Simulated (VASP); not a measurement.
Wanted: the native input for a VASP 6.6.1 run.

| Quantity | Value |
| --- | --- |
| Task | single point |
| Functional | PBE |
| Potentials or basis | VASP PAW PBE potentials, release 64 (B, N) |
| Cutoff | 520 eV |
| k mesh | 1 × 1 × 1 |
| Occupations | gaussian, width 0.01 eV |
| Spin | no spin polarisation |
| Dipole correction | no |
| Further INCAR settings | LREAL = Auto; ALGO = Normal; EDIFF = 1e-07; NBANDS = 126 |

The structure of BN lies in POSCAR:

```
BN
1.0
    0.0000000000      0.0000000000      8.3612643056
   -0.0000000001     -8.7023025812      0.0000000000
    7.5364151068      4.3511512905      0.0000000000
B N
24 24
Direct
    0.0000000000      0.6666666667      0.3333333333
    0.0000000000      0.3333333333      0.1666666667
    0.0000000000      0.5000000000      0.5000000000
    0.0000000000      0.1666666667      0.3333333333
    0.0000000000      0.8333333333      0.1666666667
    0.0000000000      0.6666666667      0.8333333333
    0.0000000000      0.3333333333      0.6666666667
    0.0000000000      0.0000000000      0.5000000000
    0.0000000000      0.5000000000      0.0000000000
    0.0000000000      0.1666666667      0.8333333333
    0.0000000000      0.8333333333      0.6666666667
    0.0000000000      0.0000000000      0.0000000000
    0.5000000000      0.6666666667      0.1666666667
    0.5000000000      0.3333333333      1.0000000000
    0.5000000000      0.5000000000      0.3333333333
    0.5000000000      0.1666666667      0.1666666667
    0.5000000000      0.8333333333      0.0000000000
    0.5000000000      0.6666666667      0.6666666667
    0.5000000000      0.3333333333      0.5000000000
    0.5000000000      0.0000000000      0.3333333333
    0.5000000000      0.5000000000      0.8333333333
    0.5000000000      0.1666666667      0.6666666667
    0.5000000000      0.8333333333      0.5000000000
    0.5000000000      0.0000000000      0.8333333333
    0.0000000000      0.6666666667      0.1666666667
    0.0000000000      0.3333333333      1.0000000000
    0.0000000000      0.5000000000      0.3333333333
    0.0000000000      0.1666666667      0.1666666667
    0.0000000000      0.8333333333      0.0000000000
    0.0000000000      0.6666666667      0.6666666667
    0.0000000000      0.3333333333      0.5000000000
    0.0000000000      0.0000000000      0.3333333333
    0.0000000000      0.5000000000      0.8333333333
    0.0000000000      0.1666666667      0.6666666667
    0.0000000000      0.8333333333      0.5000000000
    0.0000000000      0.0000000000      0.8333333333
    0.5000000000      0.8333333333      0.3333333333
    0.5000000000      0.5000000000      0.1666666667
    0.5000000000      0.6666666667      0.5000000000
    0.5000000000      0.3333333333      0.3333333333
    0.5000000000      0.0000000000      0.1666666667
    0.5000000000      0.8333333333      0.8333333333
    0.5000000000      0.5000000000      0.6666666667
    0.5000000000      0.1666666667      0.5000000000
    0.5000000000      0.6666666667      0.0000000000
    0.5000000000      0.3333333333      0.8333333333
    0.5000000000      0.0000000000      0.6666666667
    0.5000000000      0.1666666667      1.0000000000
```

One way to write it, as run:

INCAR

```
SYSTEM = BN
  ALGO = Normal
  EDIFF = 1E-7
  ENCUT = 520
  GGA = PE
  ISIF = 2
  ISMEAR = 0
  LASPH = .True.
  LCHARG = .True.
  LELF = .True.
  LREAL = Auto
  LVHAR = .True.
  LWAVE = .False.
  NBANDS = 126
  NELM = 60
  PREC = Accurate
  SIGMA = 0.01
```

KPOINTS

```
k-points
0
Gamma
  1 1 1
  0 0 0
```

Potentials or basis: VASP PAW PBE potentials, release 64 (B, N).

The run is started by

```console
$ cat potpaw_PBE.64/B/POTCAR potpaw_PBE.64/N/POTCAR > POTCAR
$ mpirun -np 1 vasp_gam > vasp.out
```

It gave:

The pressure is 1.0 GPa and the band gap on the k mesh is 4.31 eV.

Caveat: the k points lie up to 0.83 Å⁻¹ apart, too coarse for converged energies, forces and pressures; this functional lacks dispersion, which binds layers or chains, so the pressure and a relaxed spacing across them are unreliable.

It took 5.4 min on 1 thread of AMD EPYC 7R43 64-Core Processor (Zen 3), on a shared host, peak memory 0.59 GiB.
